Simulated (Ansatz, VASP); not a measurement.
## CoO: VASP beside Ansatz

The input INCAR:

```
SYSTEM = CoO
PREC = Accurate ; ENCUT = 520
EDIFF = 1E-7 ; ISMEAR = 0
SIGMA = 0.15 ; LREAL = .FALSE.
LASPH = .TRUE. ; NELM = 150
ALGO = Normal ; ISIF = 2
LWAVE = .FALSE. ; LCHARG = .FALSE.
ISPIN = 2 ; MAGMOM = 2.57 0.32
LORBIT = 11 ; LMAXMIX = 4
GGA = PS ; NBANDS = 18
```

File KPOINTS:

```
regular mesh
0
G
  24 24 24
  0 0 0
```

Contents of POSCAR:

```
CoO
1.0
    0.0000000000      2.1459598345      2.0209524655
    2.1459598345      0.0000000000      2.0209524655
    2.1459598345      2.1459598345      0.0000000000
Co O
1 1
Direct
    0.0000000000      0.0000000000      0.0000000000
    0.5000000000      0.5000000000      0.5000000000
```

Input for Ansatz:

```yaml
crystal:
  lattice:
    - [0.0, 2.1459598345, 2.0209524655]
    - [2.1459598345, 0.0, 2.0209524655]
    - [2.1459598345, 2.1459598345, 0.0]
  atoms:
    - { symbol: Co, position: [0.0, 0.0, 0.0], spin: 2.57 }
    - { symbol: O, position: [0.5, 0.5, 0.5], spin: 0.32 }
basis:
  ecutwfc: 420
kpoints:
  mp_grid: { grid: [24, 24, 24] }
hamiltonian:
  xc: pbesol
scf:
  occupations: { method: gaussian, width: 0.15 }
output:
  forces: true
  stress: true
  eigenvalues: true
  populations: true
magnetization:
  spin_polarized: true
```

Change from the starting cell: strain +0.030 along x and y, -0.030 along z, atoms carried along.

Alike in both runs: task single point; functional PBEsol; k mesh 24 × 24 × 24; occupations gaussian, width 0.15 eV; collinear spin.

```csv
,VASP,Ansatz
version,VASP 6.6.1,Ansatz 0.2.0
potentials or method,"VASP PAW PBE potentials, release 64 (Co, O), cutoff 520 eV","scalar-relativistic, plane waves, PAW"
valence electrons in the cell,15,23
```

|  | VASP | Ansatz | Ansatz less VASP |
| --- | --- | --- | --- |
| gap on the k mesh at the Fermi level (eV) | none | none | - |
| pressure (GPa) | -4.6 | -4.0 | +0.62 |
| traceless stress, the component that is largest in VASP (GPa) | 2.06 | 2.13 | +0.072 |
| net moment per atom (μB) | 1.39 | 1.40 | +0.014 |
| size of the moment on the site where the two differ most (μB) | 2.44 | 2.35 | -0.096 |

VASP's potentials were made for PBE, not for PBEsol. Site moments also hang on the region over which each program counts them. A gap of «none» marks a metal or a gap that the smearing closes. VASP's potentials hold 15 valence electrons a cell and Ansatz's 23, so a difference there can come from the potentials and not from the codes.
